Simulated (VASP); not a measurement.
# Sn4O7 (a cell with a defect) in VASP: further runs, part 2 of 3

VASP 6.6.1. The steps go on from the part before.

### 3 Single point, LDA

The input, INCAR:

```
PREC = Accurate
ENCUT = 520
EDIFF = 1E-7
ISMEAR = 0
SIGMA = 0.05
LREAL = F
LASPH = T
NELM = 80
ALGO = Normal
ISIF = 2
LWAVE = F
LCHARG = T
GGA = CA
LELF = T
LVHAR = T
NBANDS = 60
NELECT = 96.0
```

The input, KPOINTS:

```
Automatic mesh
0
Gamma
  6 4 6
```

The input, POSCAR:

```
Sn4O7
1.0
    3.9697699592     -3.9697699592      0.0000000000
    3.9697699592      3.9697699592      0.0000000000
   -1.9848849796      1.9848849796      5.0882634188
Sn O
4 7
Direct
    1.0000000000      0.2500000000      0.5000000000
    0.5000000000      0.7500000000      0.5000000000
    0.5000000000      0.5000000000      0.0000000000
    0.0000000000      0.0000000000      0.0000000000
    0.7970126936      0.0000000000      0.5940253873
    0.2652833572      0.3152737602      0.9000191938
    0.7029873064      0.7500000000      0.9059746127
    0.7029873064      0.5000000000      0.4059746127
    0.2029873064      0.0000000000      0.4059746127
    0.7970126936      0.2500000000      0.0940253873
    0.2970126936      0.7500000000      0.0940253873
```

Potentials or basis: VASP PAW LDA potentials, release 64 (Sn_d, O).

On the command line:

```bash
$ cat potpaw_LDA.64/Sn_d/POTCAR potpaw_LDA.64/O/POTCAR > POTCAR
$ mpirun -np 1 vasp_std > vasp.out
```

OUTCAR:

```text
PREC = Accurate
   ENCUT = 520
   EDIFF = 1E-7
   ISMEAR = 0
   LREAL = F
   LASPH = T
   NELM = 80
   ISIF = 2
   GGA = CA
   NELECT = 96.0

 ion  position               nearest neighbor table
   1  0.000  0.250  0.500-   8 2.04   5 2.04   9 2.04  10 2.07   6 2.10   3 3.23   3 3.23   4 3.23
                             4 3.23
   2  0.500  0.750  0.500-   5 2.04   9 2.04   8 2.04   7 2.07  11 2.07   4 3.23   4 3.23   3 3.23
                             3 3.23
   3  0.500  0.500  0.000-   6 1.55  10 2.04   7 2.04  11 2.04   8 2.07   1 3.23   1 3.23   2 3.23
                             2 3.23
   4  0.000  0.000  0.000-   7 2.04  11 2.04  10 2.04   5 2.07   9 2.07   6 2.55   2 3.23   2 3.23
                             1 3.23   1 3.23
   5  0.797  0.000  0.594-   2 2.04   1 2.04   4 2.07
   6  0.265  0.315  0.900-   3 1.55   1 2.10   4 2.55
   7  0.703  0.750  0.906-   4 2.04   3 2.04   2 2.07
   8  0.703  0.500  0.406-   1 2.04   2 2.04   3 2.07
   9  0.203  0.000  0.406-   2 2.04   1 2.04   4 2.07
  10  0.797  0.250  0.094-   3 2.04   4 2.04   1 2.07
  11  0.297  0.750  0.094-   4 2.04   3 2.04   2 2.07
[... 218 lines left out ...]
      5     -16.2990      2.00000
      6     -16.1664      2.00000
[... 1501 lines left out ...]
     59      13.4264      0.00000
     60      13.7998      0.00000

 [... further k-points ...]

------------------------ aborting loop because EDIFF is reached ----------------------------------------

  FORCE on cell =-STRESS in cart. coord.  units (eV):
  Direction    XX          YY          ZZ          XY          YZ          ZX
  --------------------------------------------------------------------------------------
  -------------------------------------------------------------------------------------
  Total        5.3674253    -23.7003866    -20.2842770      0.1397900      0.0409368      8.8555620
  in kB       53.6224094   -236.7749472   -202.6468472      1.3965502      0.4089722     88.4700858
  external PRESSURE =    -128.5997950 kB  Pullay stress =       0.0000000 kB

 VOLUME and BASIS-vectors are now :
 -----------------------------------------------------------------------------
  energy-cutoff  :      520.00
  volume of cell :      160.37
      direct lattice vectors                 reciprocal lattice vectors
     3.969769959 -3.969769959  0.000000000     0.125951883 -0.125951883  0.098265353
     3.969769959  3.969769959  0.000000000     0.125951883  0.125951883  0.000000000
    -1.984884980  1.984884980  5.088263419     0.000000000  0.000000000  0.196530706

 POSITION                                       TOTAL-FORCE (eV/Angst)
 -----------------------------------------------------------------------------------
      0.00000      1.98488      2.54413        -2.282505      0.107380     -0.358460
      3.96977      1.98488      2.54413         2.782393     -0.112120     -0.417535
      3.96977      0.00000      0.00000        20.227040      0.004663      8.597215
      0.00000      0.00000      0.00000         0.023912     -0.007692     -0.247327
      1.98488     -1.98488      3.02256         1.296048     -0.004269      1.094777
      0.51824      1.98488      4.57953       -20.701584     -0.033152     -9.317997
      3.96977      1.98488      4.60984        -2.308065      0.023771     -1.276944
      3.96977     -0.00000      2.06571        -0.002599     -0.015406      0.627100
      0.00000     -0.00000      2.06571         0.052175      0.031143      0.481944
      3.96977     -1.98488      0.47843         0.717077     -1.063611      0.396628
      3.96977      1.98488      0.47843         0.196107      1.069292      0.420599
 -----------------------------------------------------------------------------------
    total drift:                                0.000182      0.000017      0.000130

  FREE ENERGIE OF THE ION-ELECTRON SYSTEM (eV)
  ---------------------------------------------------
  free  energy   TOTEN  =       -80.7550486511 eV

  energy  without entropy=      -80.7550486509  energy(sigma->0) =      -80.75504865
```

OSZICAR:

```text
N       E                     dE             d eps       ncg     rms          rms(c)
DAV:   1     0.141460071504E+04    0.14146E+04   -0.44364E+04 10268   0.241E+03
DAV:   2     0.212825408788E+03   -0.12018E+04   -0.11378E+04  9616   0.730E+02
DAV:   3    -0.666326407140E+02   -0.27946E+03   -0.26765E+03  9964   0.269E+02
DAV:   4    -0.914100118559E+02   -0.24777E+02   -0.24321E+02 10840   0.884E+01
DAV:   5    -0.923566450627E+02   -0.94663E+00   -0.94234E+00 10656   0.174E+01    0.219E+01
DAV:   6    -0.809140830919E+02    0.11443E+02   -0.35307E+01 14632   0.758E+01    0.857E+00
DAV:   7    -0.809931188128E+02   -0.79036E-01   -0.54483E+00 10024   0.105E+01    0.490E+00
DAV:   8    -0.808062397454E+02    0.18688E+00   -0.97630E-01 13920   0.718E+00    0.143E+00
DAV:   9    -0.807533187703E+02    0.52921E-01   -0.17334E-01 13696   0.471E+00    0.283E-01
DAV:  10    -0.807549774870E+02   -0.16587E-02   -0.25265E-02 11280   0.105E+00    0.183E-01
DAV:  11    -0.807550396173E+02   -0.62130E-04   -0.20725E-03 12712   0.338E-01    0.102E-01
DAV:  12    -0.807550478621E+02   -0.82448E-05   -0.67561E-04 12676   0.209E-01    0.355E-02
DAV:  13    -0.807550490930E+02   -0.12309E-05   -0.11491E-04 11776   0.114E-01    0.224E-02
DAV:  14    -0.807550487832E+02    0.30982E-06   -0.24396E-05 10940   0.452E-02    0.861E-03
DAV:  15    -0.807550486041E+02    0.17907E-06   -0.68906E-06 11040   0.190E-02    0.300E-03
DAV:  16    -0.807550486613E+02   -0.57167E-07   -0.23623E-06 12092   0.124E-02    0.196E-03
DAV:  17    -0.807550486511E+02    0.10194E-07   -0.31272E-07  8064   0.560E-03
   1 F= -.80755049E+02 E0= -.80755049E+02  d E =-.201419E-09
```

It took 12 min on 1 thread of Intel Xeon Platinum 8488C (Sapphire Rapids), shared host; peak memory 0.58 GiB.

What came out:

```yaml
Free_energy: -80.7550 eV
Largest_force: 22.702 eV/Å
```

Forces in eV/Å, atoms in the order of the input:
```
Sn   -2.283   0.107  -0.358
Sn    2.782  -0.112  -0.418
Sn   20.227   0.005   8.597
Sn    0.024  -0.008  -0.247
O     1.296  -0.004   1.095
O   -20.702  -0.033  -9.318
O    -2.308   0.024  -1.277
O    -0.003  -0.015   0.627
O     0.052   0.031   0.482
O     0.717  -1.064   0.397
O     0.196   1.069   0.421
```

Caveat: the cell carries a net charge on a neutralising background, which shifts energy and pressure; the cell differs from its parent crystal (atoms taken out, atom 6 moved 0.167 of the way to it and +0.300 Å across, host rigid); the cell is charged against a uniform background, so pressure and absolute levels hang on convention.

(Part 2 of 3 ends here.)
